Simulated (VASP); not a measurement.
# AgC2 in VASP: single point with PBE

Aim: the single point of AgC2 with PBE.

Program: VASP 6.6.1. These are calculated values, not measurements. Logs are shortened: lines on timing, memory, paths and dates and some standing lists are left out, and cuts for length are marked.

## Step 1: The cell of the first run

The cell holds a slab with vacuum, 6 atoms: a = 2.586 Å, b = 2.586 Å, c = 21.127 Å, α = 90.00°, β = 90.00°, γ = 120.00°.

The cell was built from a structure type or drawn by symmetry, and may not be a known phase.

## Step 2: Single point, PBE

INCAR reads:

```
PREC = Accurate
ENCUT = 600
EDIFF = 1E-6
ISMEAR = 0
SIGMA = 0.2
LREAL = False
LASPH = True
NELM = 120
ALGO = Normal
ISIF = 2
LWAVE = False
LCHARG = False
GGA = PE
NBANDS = 28
GGA_COMPAT = False
```

KPOINTS reads:

```
regular mesh
0
Gamma
  7 7 1
```

POSCAR reads:

```
AgC2
1.0
    2.5861950131      0.0000000027      0.0000000000
   -1.2930975089      2.2397105791      0.0000000000
    0.0000000000      0.0000000000     21.1270752152
Ag C
2 4
Direct
    0.6666666667      0.3333333333      0.1699100917
    0.3333333333      0.6666666667      0.8300899083
    0.3333333333      0.6666666667      0.2596349100
    0.6666666667      0.3333333333      1.0000353303
    0.3333333333      0.6666666667     -0.0000353303
    0.6666666667      0.3333333333      0.7403650900
```

Potentials or basis: VASP PAW PBE potentials, release 64 (Ag, C).

Started as:

```console
$ cat potpaw_PBE.64/Ag/POTCAR potpaw_PBE.64/C/POTCAR > POTCAR
$ mpirun -np 1 vasp_std > vasp.out
```

OUTCAR:

```text
PREC = Accurate
   ENCUT = 600
   EDIFF = 1E-6
   ISMEAR = 0
   LREAL = False
   LASPH = True
   NELM = 120
   ISIF = 2
   GGA = PE

 ion  position               nearest neighbor table
   1  0.667  0.333  0.170-   3 2.41   3 2.41   3 2.41
   2  0.333  0.667  0.830-   6 2.41   6 2.41   6 2.41
   3  0.333  0.667  0.260-   1 2.41   1 2.41   1 2.41
   4  0.667  0.333  0.000-   5 1.49   5 1.49   5 1.49
   5  0.333  0.667  1.000-   4 1.49   4 1.49   4 1.49
   6  0.667  0.333  0.740-   2 2.41   2 2.41   2 2.41

  LATTYP: Found a hexagonal cell.
 ALAT       =     2.5861950131
 C/A-ratio  =     8.1691732867

  Lattice vectors:

 A1 = (   2.5861950131,   0.0000000027,   0.0000000000)
 A2 = (  -1.2930975089,   2.2397105791,   0.0000000000)
 A3 = (   0.0000000000,   0.0000000000,  21.1270752152)

Analysis of symmetry for initial positions (statically):
=====================================================================
 Subroutine PRICEL returns:
 Original cell was already a primitive cell.

 Routine SETGRP: Setting up the symmetry group for a
 hexagonal supercell.

 Subroutine GETGRP returns: Found 12 space group operations
 (whereof 12 operations were pure point group operations)
 out of a pool of 24 trial point group operations.

The static configuration has the point symmetry D_3d.

Analysis of symmetry for dynamics (positions and initial velocities):
=====================================================================
 Subroutine PRICEL returns:
 Original cell was already a primitive cell.

 Routine SETGRP: Setting up the symmetry group for a
 hexagonal supercell.

 Subroutine GETGRP returns: Found 12 space group operations
 (whereof 12 operations were pure point group operations)
 out of a pool of 24 trial point group operations.

The dynamic configuration has the point symmetry D_3d.

 Subroutine INISYM returns: Found 12 space group operations
 (whereof 12 operations are pure point group operations),
 and found     1 'primitive' translations

----------------------------------------------------------------------------------------

                                     Primitive cell

  volume of cell :     122.3750

  direct lattice vectors                    reciprocal lattice vectors
     2.586195013  0.000000003  0.000000000     0.386668443  0.223243130  0.000000000
    -1.293097509  2.239710579  0.000000000    -0.000000000  0.446486260  0.000000000
     0.000000000  0.000000000 21.127075215     0.000000000  0.000000000  0.047332628

  length of vectors
     2.586195013  2.586195013 21.127075215     0.446486260  0.446486260  0.047332628

  position of ions in fractional coordinates (direct lattice)
     0.666666667  0.333333333  0.169910092
     0.333333333  0.666666667  0.830089908
     0.333333333  0.666666667  0.259634910
     0.666666667  0.333333333  0.000035330
     0.333333333  0.666666667  0.999964670
     0.666666667  0.333333333  0.740365090

  ion indices of the primitive-cell ions
   primitive index   ion index
                 1           1
                 2           2
                 3           3
                 4           4
                 5           5
                 6           6

----------------------------------------------------------------------------------------

 KPOINTS: regular mesh

Automatic generation of k-mesh.
 Grid dimensions read from file:
 generate k-points for:    7    7    1

 Generating k-lattice:

  Cartesian coordinates                     Fractional coordinates (reciprocal lattice)
     0.055238349  0.031891876  0.000000000     0.142857143  0.000000000  0.000000000
    -0.000000000  0.063783751  0.000000000     0.000000000  0.142857143  0.000000000
     0.000000000  0.000000000  0.047332628     0.000000000  0.000000000  1.000000000

  Length of vectors
     0.063783751  0.063783751  0.047332628

  Shift w.r.t. Gamma in fractional coordinates (k-lattice)
     0.000000000  0.000000000  0.000000000

 Subroutine IBZKPT returns following result:
 ===========================================

 Found      8 irreducible k-points:

 Following reciprocal coordinates:
            Coordinates               Weight
  0.000000  0.000000  0.000000      1.000000
  0.142857 -0.000000  0.000000      6.000000
  0.285714 -0.000000  0.000000      6.000000
  0.428571 -0.000000  0.000000      6.000000
  0.142857  0.142857  0.000000      6.000000
  0.285714  0.142857  0.000000     12.000000
  0.428571  0.142857  0.000000      6.000000
  0.285714  0.285714  0.000000      6.000000
   k-points           NKPTS =      8   k-points in BZ     NKDIM =      8   number of bands    NBANDS=     28
   number of dos      NEDOS =    301   number of ions     NIONS =      6
   total plane-waves  NPLWV = 103680
   dimension x,y,z NGX =    24 NGY =   24 NGZ =  180
   dimension x,y,z NGXF=    48 NGYF=   48 NGZF=  360
   ions per type =               2   4
   NGX,Y,Z   is equivalent  to a cutoff of  15.43, 15.43, 14.16 a.u.
   NGXF,Y,Z  is equivalent  to a cutoff of  30.86, 30.86, 28.33 a.u.
 SYSTEM =  unknown system
   PREC   = accura    normal or accurate (medium, high low for compatibility)
   ISTART =      0    job   : 0-new  1-cont  2-samecut
   ICHARG =      2    charge: 1-file 2-atom 10-const
   ISPIN  =      1    spin polarized calculation?
   LNONCOLLINEAR =      F non collinear calculations
   LSORBIT =      F    spin-orbit coupling
   LASPH  =      T    aspherical Exc in radial PAW
   ENCUT  =  600.0 eV  44.10 Ry    6.64 a.u.   5.17  5.17 42.20*2*pi/ulx,y,z
   NELM   =    120;   NELMIN=  2; NELMDL= -5     # of ELM steps
   EDIFF  = 0.1E-05   stopping-criterion for ELM
   LREAL  =      F    real-space projection
   EDIFFG = 0.1E-04   stopping-criterion for IOM
   NSW    =      0    number of steps for IOM
   IBRION =     -1    ionic relax: 0-MD 1-quasi-New 2-CG
   NFREE  =      0    steps in history (QN), initial steepest desc. (CG)
   ISIF   =      2    stress and relaxation
   ISYM   =      2    0-nonsym 1-usesym 2-fastsym
   POTIM  = 0.5000    time-step for ionic-motion
   TEBEG  =    0.0;   TEEND  =   0.0 temperature during run
   PSTRESS=    0.0 pullay stress
   NELECT =      38.0000    total number of electrons
   NUPDOWN=      -1.0000    fix difference up-down
   EMIN   =  10.00;   EMAX   =-10.00  energy-range for DOS
   EFERMI =   0.00;   METHOD = LEGACY
   ISMEAR =     0;   SIGMA  =   0.20  broadening in eV -4-tet -1-fermi 0-gaus
   EFERMI_NEDOS =   21; number of points for ismear=-14 and -15
   IALGO  =     38    algorithm
   IMIX   =      4    mixing-type and parameters
     AMIX     =   0.40;   BMIX     =  1.00
     AMIX_MAG =   1.60;   BMIX_MAG =  1.00
  volume/ion in A,a.u.               =      20.40       137.64
  Fermi-wavevector in a.u.,A,eV,Ry     =   1.108592  2.094936 16.721245  1.228977
  Thomas-Fermi vector in A             =   2.245121
   LORBIT       =      0    0 simple, 1 ext, 2 COOP (PROOUT), +10 PAW based schemes
   GGA     = PE    functional components
   LHFCALC =     F    Hartree Fock is set to
   AEXX    =    0.0000 exact exchange contribution
   IVDW    =     0    specifies the selected vdW correction
   LEPSILON=     F    determine dielectric tensor
   LRPA    =     F    only Hartree local field effects (RPA)
 non-spin polarized calculation
 Gauss-broadening in eV      SIGMA  =   0.20
  energy-cutoff  :      600.00
  volume of cell :      122.37
 maximum number of plane-waves:      4117
 NGX is ok and might be reduce to    24
   NGX = 11   NGY = 11   NGZ = 85

 number of electron      38.0000003 magnetization

 Free energy of the ion-electron system (eV)
  ---------------------------------------------------
  ext. energy  EPLUGINS =         0.00000000
  ---------------------------------------------------
  free energy    TOTEN  =       -29.91214371 eV

  energy without entropy =      -29.84600412  energy(sigma->0) =      -29.87907392

 E-fermi :   0.8663     XC(G=0):  -7.4340

 val. band max:        0.8360692402   @ k =   0.2857   0.2857   0.0000
 cond. band min:       1.0536302805   @ k =   0.1429  -0.0000   0.0000
 fundamental gap:      0.2175610403
 Fermi energy:         0.8663086466

 k-point     1 :       0.0000    0.0000    0.0000
  band No.  band energies     occupation
      1     -17.9108      2.00000
      2     -11.2387      2.00000
      3     -11.2380      2.00000
      4      -6.5632      2.00000
      5      -6.4698      2.00000
      6      -6.2903      2.00000
[... 20 lines left out ...]
     27       7.5505      0.00000
     28       7.9130      0.00000

 k-point     2 :       0.1429   -0.0000    0.0000
  band No.  band energies     occupation
      1     -17.4696      2.00000
      2     -10.7930      2.00000
      3     -10.7924      2.00000
      4      -5.9915      2.00000
      5      -5.8965      2.00000
      6      -5.7928      2.00000
[... 20 lines left out ...]
     27       8.0200      0.00000
     28       8.0373      0.00000

 k-point     3 :       0.2857   -0.0000    0.0000
  band No.  band energies     occupation
      1     -16.1649      2.00000
      2      -9.5848      2.00000
      3      -9.5847      2.00000
      4      -7.5756      2.00000
      5      -5.7944      2.00000
      6      -5.7919      2.00000
[... 20 lines left out ...]
     27       8.3530      0.00000
     28       9.5070      0.00000

 k-point     4 :       0.4286   -0.0000    0.0000
  band No.  band energies     occupation
      1     -14.1086      2.00000
      2     -10.8863      2.00000
      3      -8.1995      2.00000
      4      -8.1992      2.00000
      5      -6.2406      2.00000
      6      -6.2398      2.00000
[... 20 lines left out ...]
     27       8.6600      0.00000
     28       9.0441      0.00000

 k-point     5 :       0.1429    0.1429    0.0000
  band No.  band energies     occupation
      1     -16.5964      2.00000
      2      -9.9603      2.00000
      3      -9.9600      2.00000
      4      -6.2534      2.00000
      5      -5.0690      2.00000
      6      -5.0623      2.00000
[... 20 lines left out ...]
     27       8.9356      0.00000
     28       9.0208      0.00000

 k-point     6 :       0.2857    0.1429    0.0000
  band No.  band energies     occupation
      1     -14.8990      2.00000
      2      -9.1839      2.00000
      3      -8.5856      2.00000
      4      -8.5854      2.00000
      5      -6.3374      2.00000
      6      -5.5811      2.00000
[... 20 lines left out ...]
     27       9.3758      0.00000
     28      10.3950      0.00000

 k-point     7 :       0.4286    0.1429    0.0000
  band No.  band energies     occupation
      1     -12.9884      2.00000
      2     -11.6466      2.00000
      3      -7.7225      2.00000
      4      -7.7222      2.00000
      5      -6.8173      2.00000
      6      -5.8045      2.00000
[... 20 lines left out ...]
     27       8.1841      0.00000
     28       8.3286      0.00000

 k-point     8 :       0.2857    0.2857    0.0000
  band No.  band energies     occupation
      1     -12.9428      2.00000
      2     -10.6461      2.00000
      3      -8.5214      2.00000
      4      -7.5172      2.00000
      5      -7.5172      2.00000
      6      -4.9063      2.00000
[... 20 lines left out ...]
     27      10.2214      0.00000
     28      10.6418      0.00000

------------------------ aborting loop because EDIFF is reached ----------------------------------------

  FORCE on cell =-STRESS in cart. coord.  units (eV):
  Direction    XX          YY          ZZ          XY          YZ          ZX
  --------------------------------------------------------------------------------------
  -------------------------------------------------------------------------------------
  Total       -0.1186741     -0.1186741      0.3795658      0.0000000      0.0000000     -0.0000000
  in kB       -1.5537248     -1.5537248      4.9694138      0.0000000      0.0000000     -0.0000000
  external PRESSURE =       0.6206547 kB  Pullay stress =       0.0000000 kB

 VOLUME and BASIS-vectors are now :
 -----------------------------------------------------------------------------
  energy-cutoff  :      600.00
  volume of cell :      122.37
      direct lattice vectors                 reciprocal lattice vectors
     2.586195013  0.000000003  0.000000000     0.386668443  0.223243130  0.000000000
    -1.293097509  2.239710579  0.000000000    -0.000000000  0.446486260  0.000000000
     0.000000000  0.000000000 21.127075215     0.000000000  0.000000000  0.047332628

 POSITION                                       TOTAL-FORCE (eV/Angst)
 -----------------------------------------------------------------------------------
      1.29310      0.74657      3.58970        -0.000000      0.000000      0.027207
     -0.00000      1.49314     17.53737         0.000000      0.000000     -0.027207
     -0.00000      1.49314      5.48533         0.000000     -0.000000      0.023155
      1.29310      0.74657      0.00075        -0.000000     -0.000000     -0.007492
     -0.00000      1.49314     21.12633         0.000000      0.000000      0.007492
      1.29310      0.74657     15.64175        -0.000000      0.000000     -0.023155
 -----------------------------------------------------------------------------------
    total drift:                                0.000000     -0.000000      0.000000

  FREE ENERGIE OF THE ION-ELECTRON SYSTEM (eV)
  ---------------------------------------------------
  free  energy   TOTEN  =       -29.9121437123 eV

  energy  without entropy=      -29.8460041184  energy(sigma->0) =      -29.87907392
```

Wall time 37 s (1 thread of Intel Xeon Platinum 8559C (Emerald Rapids), shared host); peak memory 0.31 GiB.

Results:

```yaml
Free_energy: -29.9121 eV
Largest_force: 0.027 eV/Å
Band_gap_on_the_k_mesh: zero (bands 19 and 20 overlap by 1.89 eV)
```

Forces in eV/Å, atoms in the order of the input:
```
Ag   0.000  0.000  0.027
Ag   0.000  0.000 -0.027
C    0.000  0.000  0.023
C    0.000  0.000 -0.007
C    0.000  0.000  0.007
C    0.000  0.000 -0.023
```

Caveat: the k points lie up to 0.40 Å⁻¹ apart, too coarse for converged energies and pressures of a metal.
